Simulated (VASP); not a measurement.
# RbCl (Fm-3m) in VASP: a series of runs, part 2 of 3

VASP 6.6.1. Earlier steps stand in the parts before.

**3. Single point, r2SCAN (33.96 Å³/atom)**

This run uses another cell than the first one, of 33.96 Å³/atom.

The input, POSCAR:

```
RbCl
1.0
    0.0000000000      3.2382436966      3.2382436966
    3.2382436966      0.0000000000      3.2382436966
    3.2382436966      3.2382436966      0.0000000000
Rb Cl
1 1
Direct
    0.0000000000      0.0000000000      0.0000000000
    0.5000000000      0.5000000000      0.5000000000
```

The input, INCAR.step1:

```
SYSTEM = RbCl
PREC     = Accurate       ! precision mode
ENCUT    = 550            ! plane-wave cutoff, eV
ISMEAR   = 0              ! smearing method
SIGMA    = 0.01           ! smearing width, eV
LREAL    = .FALSE.        ! projectors in reciprocal space
LASPH    = .TRUE.         ! aspherical terms in the spheres
NELM     = 120            ! most SCF steps
NBANDS   = 15             ! bands
GGA      = PE             ! functional
ALGO     = Normal         ! electronic algorithm
EDIFF    = 1E-5           ! SCF threshold, eV
LWAVE    = .TRUE.         ! write WAVECAR
LCHARG   = .FALSE.        ! write CHGCAR
GGA_COMPAT= .FALSE.
```

The input, INCAR.step2:

```
SYSTEM = RbCl
PREC     = Accurate       ! precision mode
ENCUT    = 550            ! plane-wave cutoff, eV
EDIFF    = 1E-6           ! SCF threshold, eV
ISMEAR   = 0              ! smearing method
SIGMA    = 0.01           ! smearing width, eV
LREAL    = .FALSE.        ! projectors in reciprocal space
LASPH    = .TRUE.         ! aspherical terms in the spheres
NELM     = 120            ! most SCF steps
ALGO     = Normal         ! electronic algorithm
ISIF     = 2              ! what is computed and relaxed
LWAVE    = .FALSE.        ! write WAVECAR
LCHARG   = .FALSE.        ! write CHGCAR
METAGGA  = R2SCAN         ! meta-GGA
LMIXTAU  = .TRUE.       
NBANDS   = 15             ! bands
ISTART   = 1            
GGA_COMPAT= .FALSE.
```

The input, KPOINTS:

```
Automatic mesh
0
G
  6 6 6
  0 0 0
```

Potentials or basis: VASP PAW PBE potentials, release 64 (Rb_sv, Cl).

Command:

```bash
> cat potpaw_PBE.64/Rb_sv/POTCAR potpaw_PBE.64/Cl/POTCAR > POTCAR
> cp INCAR.step1 INCAR
> mpirun -np 1 vasp_std > vasp.out
> cp INCAR.step2 INCAR
> mpirun -np 1 vasp_std > vasp.out
```

OUTCAR:

```text
SYSTEM = RbCl
   PREC = Accurate
   ENCUT = 550
   EDIFF = 1E-6
   ISMEAR = 0
   LREAL = .FALSE.
   LASPH = .TRUE.
   NELM = 120
   ISIF = 2
   METAGGA = R2SCAN
   ISTART = 1

 ion  position               nearest neighbor table
   1  0.000  0.000  0.000-   2 3.24   2 3.24   2 3.24   2 3.24   2 3.24   2 3.24
   2  0.500  0.500  0.500-   1 3.24   1 3.24   1 3.24   1 3.24   1 3.24   1 3.24

  LATTYP: Found a face centered cubic cell.
 ALAT       =     6.4764873932

  Lattice vectors:

 A1 = (   0.0000000000,   3.2382436966,   3.2382436966)
 A2 = (   3.2382436966,   0.0000000000,   3.2382436966)
 A3 = (   3.2382436966,   3.2382436966,   0.0000000000)

Analysis of symmetry for initial positions (statically):
=====================================================================
 Subroutine PRICEL returns:
 Original cell was already a primitive cell.

 Routine SETGRP: Setting up the symmetry group for a
 face centered cubic supercell.

 Subroutine GETGRP returns: Found 48 space group operations
 (whereof 48 operations were pure point group operations)
 out of a pool of 48 trial point group operations.

The static configuration has the point symmetry O_h .

Analysis of symmetry for dynamics (positions and initial velocities):
=====================================================================
 Subroutine PRICEL returns:
 Original cell was already a primitive cell.

 Routine SETGRP: Setting up the symmetry group for a
 face centered cubic supercell.

 Subroutine GETGRP returns: Found 48 space group operations
 (whereof 48 operations were pure point group operations)
 out of a pool of 48 trial point group operations.

The dynamic configuration has the point symmetry O_h .

 Subroutine INISYM returns: Found 48 space group operations
 (whereof 48 operations are pure point group operations),
 and found     1 'primitive' translations

----------------------------------------------------------------------------------------

                                     Primitive cell

  volume of cell :      67.9139

  direct lattice vectors                    reciprocal lattice vectors
     0.000000000  3.238243697  3.238243697    -0.154404686  0.154404686  0.154404686
     3.238243697  0.000000000  3.238243697     0.154404686 -0.154404686  0.154404686
     3.238243697  3.238243697  0.000000000     0.154404686  0.154404686 -0.154404686

  length of vectors
     4.579568154  4.579568154  4.579568154     0.267436760  0.267436760  0.267436760

  position of ions in fractional coordinates (direct lattice)
     0.000000000  0.000000000  0.000000000
     0.500000000  0.500000000  0.500000000

  ion indices of the primitive-cell ions
   primitive index   ion index
                 1           1
                 2           2

----------------------------------------------------------------------------------------

 KPOINTS: Automatic mesh

Automatic generation of k-mesh.
 Grid dimensions read from file:
 generate k-points for:    6    6    6

 Generating k-lattice:

  Cartesian coordinates                     Fractional coordinates (reciprocal lattice)
    -0.025734114  0.025734114  0.025734114     0.166666667  0.000000000  0.000000000
     0.025734114 -0.025734114  0.025734114     0.000000000  0.166666667  0.000000000
     0.025734114  0.025734114 -0.025734114     0.000000000  0.000000000  0.166666667
[... 31 lines left out ...]
   number of dos      NEDOS =    301   number of ions     NIONS =      2
   total plane-waves  NPLWV =  46656
   dimension x,y,z NGX =    36 NGY =   36 NGZ =   36
   dimension x,y,z NGXF=    72 NGYF=   72 NGZF=   72
   ions per type =               1   1
   NGX,Y,Z   is equivalent  to a cutoff of  13.07, 13.07, 13.07 a.u.
   NGXF,Y,Z  is equivalent  to a cutoff of  26.14, 26.14, 26.14 a.u.
 SYSTEM =  RbCl
   PREC   = accura    normal or accurate (medium, high low for compatibility)
   ISTART =      1    job   : 0-new  1-cont  2-samecut
   ICHARG =      0    charge: 1-file 2-atom 10-const
   ISPIN  =      1    spin polarized calculation?
   LNONCOLLINEAR =      F non collinear calculations
   LSORBIT =      F    spin-orbit coupling
   LASPH  =      T    aspherical Exc in radial PAW
   ENCUT  =  550.0 eV  40.42 Ry    6.36 a.u.   8.76  8.76  8.76*2*pi/ulx,y,z
   NELM   =    120;   NELMIN=  2; NELMDL=  0     # of ELM steps
   EDIFF  = 0.1E-05   stopping-criterion for ELM
   LREAL  =      F    real-space projection
   EDIFFG = 0.1E-04   stopping-criterion for IOM
   NSW    =      0    number of steps for IOM
   IBRION =     -1    ionic relax: 0-MD 1-quasi-New 2-CG
   NFREE  =      0    steps in history (QN), initial steepest desc. (CG)
   ISIF   =      2    stress and relaxation
   ISYM   =      2    0-nonsym 1-usesym 2-fastsym
   POTIM  = 0.5000    time-step for ionic-motion
   TEBEG  =    0.0;   TEEND  =   0.0 temperature during run
   PSTRESS=    0.0 pullay stress
   NELECT =      16.0000    total number of electrons
   NUPDOWN=      -1.0000    fix difference up-down
   EMIN   =  10.00;   EMAX   =-10.00  energy-range for DOS
   EFERMI =   0.00;   METHOD = LEGACY
   ISMEAR =     0;   SIGMA  =   0.01  broadening in eV -4-tet -1-fermi 0-gaus
   EFERMI_NEDOS =   21; number of points for ismear=-14 and -15
   IALGO  =     38    algorithm
   IMIX   =      4    mixing-type and parameters
     AMIX     =   0.40;   BMIX     =  1.00
     AMIX_MAG =   1.60;   BMIX_MAG =  1.00
  volume/ion in A,a.u.               =      33.96       229.15
  Fermi-wavevector in a.u.,A,eV,Ry     =   1.011103  1.910707 13.909628  1.022329
  Thomas-Fermi vector in A             =   2.144132
   LORBIT       =      0    0 simple, 1 ext, 2 COOP (PROOUT), +10 PAW based schemes
   METAGGA = R2SCAN    functional components
   LHFCALC =     F    Hartree Fock is set to
   AEXX    =    0.0000 exact exchange contribution
   IVDW    =     0    specifies the selected vdW correction
   LEPSILON=     F    determine dielectric tensor
   LRPA    =     F    only Hartree local field effects (RPA)
 non-spin polarized calculation
 Gauss-broadening in eV      SIGMA  =   0.01
  energy-cutoff  :      550.00
  volume of cell :       67.91
 maximum number of plane-waves:      2012
   NGX = 17   NGY = 17   NGZ = 17

 number of electron      15.9999999 magnetization

 Free energy of the ion-electron system (eV)
  ---------------------------------------------------
  ext. energy  EPLUGINS =         0.00000000
  ---------------------------------------------------
  free energy    TOTEN  =       -24.36853012 eV

  energy without entropy =      -24.36853012  energy(sigma->0) =      -24.36853012

 E-fermi :  -2.0597     XC(G=0):  -7.9952

 val. band max:       -2.1107082366   @ k =   0.0000   0.0000   0.0000
 cond. band min:       3.6508667486   @ k =   0.0000   0.0000   0.0000
 fundamental gap:      5.7615749851
 Fermi energy:        -2.0596861782

 k-point     1 :       0.0000    0.0000    0.0000
  band No.  band energies     occupation
      1     -26.6363      2.00000
      2     -14.7027      2.00000
      3     -10.1383      2.00000
      4     -10.1383      2.00000
      5     -10.1383      2.00000
      6      -2.1107      2.00000
      7      -2.1107      2.00000
      8      -2.1107      2.00000
      9       3.6509      0.00000
     10       6.5247      0.00000
     11       6.5247      0.00000
     12       6.5247      0.00000
     13       7.7317      0.00000
     14       7.7317      0.00000
[... 257 lines left out ...]
      2     -14.6815      2.00000
      3     -10.4001      2.00000
      4     -10.3062      2.00000
      5     -10.1539      2.00000
      6      -2.4963      2.00000
      7      -2.3944      2.00000
      8      -2.2873      2.00000
      9       5.2738      0.00000
     10       7.0990      0.00000
     11       7.8026      0.00000
     12       8.8760      0.00000
     13       9.8341      0.00000
     14      10.6755      0.00000
     15      11.2301      0.00000

------------------------ aborting loop because EDIFF is reached ----------------------------------------

  FORCE on cell =-STRESS in cart. coord.  units (eV):
  Direction    XX          YY          ZZ          XY          YZ          ZX
  --------------------------------------------------------------------------------------
  -------------------------------------------------------------------------------------
  Total        0.5359457      0.5359457      0.5359457      0.0000000      0.0000000      0.0000000
  in kB       12.6436594     12.6436594     12.6436594      0.0000000      0.0000000      0.0000000
  external PRESSURE =      12.6436594 kB  Pullay stress =       0.0000000 kB

 VOLUME and BASIS-vectors are now :
 -----------------------------------------------------------------------------
  energy-cutoff  :      550.00
  volume of cell :       67.91
      direct lattice vectors                 reciprocal lattice vectors
     0.000000000  3.238243697  3.238243697    -0.154404686  0.154404686  0.154404686
     3.238243697  0.000000000  3.238243697     0.154404686 -0.154404686  0.154404686
     3.238243697  3.238243697  0.000000000     0.154404686  0.154404686 -0.154404686

 POSITION                                       TOTAL-FORCE (eV/Angst)
 -----------------------------------------------------------------------------------
      0.00000      0.00000      0.00000        -0.000000     -0.000000     -0.000000
      3.23824      3.23824      3.23824         0.000000      0.000000      0.000000
 -----------------------------------------------------------------------------------
    total drift:                                0.000000      0.000000      0.000000

  FREE ENERGIE OF THE ION-ELECTRON SYSTEM (eV)
  ---------------------------------------------------
  free  energy   TOTEN  =       -24.3685301206 eV

  energy  without entropy=      -24.3685301206  energy(sigma->0) =      -24.36853012
```

Run time: 40 s. Hardware: 1 thread of Intel Xeon Platinum 8488C (Sapphire Rapids), shared host; peak memory 0.21 GiB.

What came out:

```yaml
Free_energy: -24.3685 eV
Pressure: 1.3 GPa
Band_gap_on_the_k_mesh: 5.76 eV
```

Levels at points of the mesh, in eV from the valence-band top:
```tsv
k point	band 6	band 7	band 8	band 9	band 10	band 11
(0.00, 0.00, 0.00)	0.00	0.00	0.00	5.76	8.64	8.64
(0.50, 0.00, 0.00)	-0.92	-0.38	-0.38	8.38	8.71	11.08
(0.50, 0.50, 0.00)	-0.32	-0.10	-0.10	6.62	9.14	10.50
```

Caveat: the PAW data sets were made with another functional, which shifts forces and pressure a little. r2SCAN opens gaps a little over a GGA but as a rule still falls short of measured ones.

[end of part 2 of 3]
